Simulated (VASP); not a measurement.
A run of VASP 6.6.1 is set up as follows.

Contents of INCAR:

```
ALGO = Normal
DIPOL = 0.5 0.5 0.323
EDIFF = 1E-6
ENCUT = 520
GGA = PE
GGA_COMPAT = F
IDIPOL = 3
ISIF = 2
ISMEAR = 0
IVDW = 12
LASPH = T
LCHARG = F
LDIPOL = T
LREAL = F
LWAVE = F
NBANDS = 57
NELM = 120
NELMDL = -8
PREC = Accurate
SIGMA = 0.05
```

Contents of KPOINTS:

```
k-points
0
Gamma
  7 5 1
```

The input POSCAR:

```
Ga3As3CO
1.0
    4.0137031111      0.0000000000      0.0000000000
    0.0000000000      5.6762333751      0.0000000000
    0.0000000000      0.0000000000     23.3352699083
Ga As O C
3 3 1 1
Direct
    0.5000000000      0.5000000000      0.1714143447
    0.0000000000      0.0653835255      0.2680035048
    0.5000000000      0.4894639609      0.3228546357
    0.0000000000      0.2500000000      0.1714143447
    0.5000000000      0.8102208698      0.2504948966
    0.0000000000      0.2887573198      0.3593388866
    0.3333333333      0.4554239865      0.4964703624
    0.3333333333      0.4554239865      0.5457519865
```

Potentials or basis: VASP PAW PBE potentials, release 64 (Ga_d, As_d, O, C).

The run is started by

```sh
$ cat potpaw_PBE.64/Ga_d/POTCAR potpaw_PBE.64/As_d/POTCAR potpaw_PBE.64/O/POTCAR potpaw_PBE.64/C/POTCAR > POTCAR
$ mpirun -np 1 vasp_std > vasp.out
```

Question: Predict the band gap on the k mesh.

Answer: 0.41 eV (least direct gap 0.75 eV).

Question: What does it give for the largest force?

Answer: 1.106 eV/Å.

Question: What does it give for the dispersion energy per atom?

Answer: -0.158 eV.

Forces in eV/Å, atoms in the order of the input:
```
Ga  -0.001 -0.324  1.037
Ga  -0.006  0.003  0.017
Ga   0.002 -0.009  0.012
As   0.001  0.325 -1.057
As   0.000  0.003 -0.011
As  -0.018 -0.014 -0.003
O    0.027  0.024  0.727
C   -0.005 -0.009 -0.722
```
